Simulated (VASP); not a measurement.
**SnO: single point with PBE+D3(BJ)**

SnO, a slab with vacuum:

```
Sn O
1.0
     4.08800   -0.00002    0.00000
     0.00002    4.08800    0.00000
     0.00000    0.00000   30.63492
Sn O
2 2
Direct
  0.75000 0.25000 0.46452
  0.25000 0.75000 0.53548
  0.25000 0.25000 0.50000
  0.75000 0.75000 0.50000
```

This cell differs from its parent crystal: biaxial strain +0.070, then relaxed in part.

```json
{"Program": "VASP 6.6.1", "Task": "single point", "Functional": "PBE", "Dispersion": "D3(BJ)", "Potentials or basis": "VASP PAW PBE potentials, release 64 (Sn_d, O)", "Cutoff": "520 eV", "k mesh": "6 × 6 × 1", "Occupations": "gaussian, width 0.02 eV", "Spin": "no spin polarisation"}
```

```
Largest force              : 0.055 eV/Å
Band gap on the k mesh     : 2.14 eV (least direct gap 2.17 eV)
Dispersion energy per atom : -0.121 eV
```

Forces on the atoms (eV/Å):
```
Sn   0.000  0.000 -0.055
Sn   0.000  0.000  0.055
O    0.000  0.000  0.000
O    0.000  0.000  0.000
```

Levels at points of the mesh, in eV from the valence-band top:
```tsv
k point	band 18	band 19	band 20	band 21	band 22	band 23
(0.00, 0.00, 0.00)	-2.04	-1.95	-0.03	2.14	2.33	4.87
(0.50, 0.00, 0.00)	-3.38	-0.53	-0.53	3.29	3.29	4.72
(0.50, 0.50, 0.00)	-1.40	-0.84	-0.84	2.93	2.93	5.10
```

Wall time 8.6 min on 1 thread of Intel Xeon 8259CL, with other jobs on the host, peak memory 0.54 GiB.

Caveat: the cell differs from its parent crystal (biaxial strain +0.070, then relaxed in part); spin-orbit coupling is left out, which moves the levels of the heavy elements.
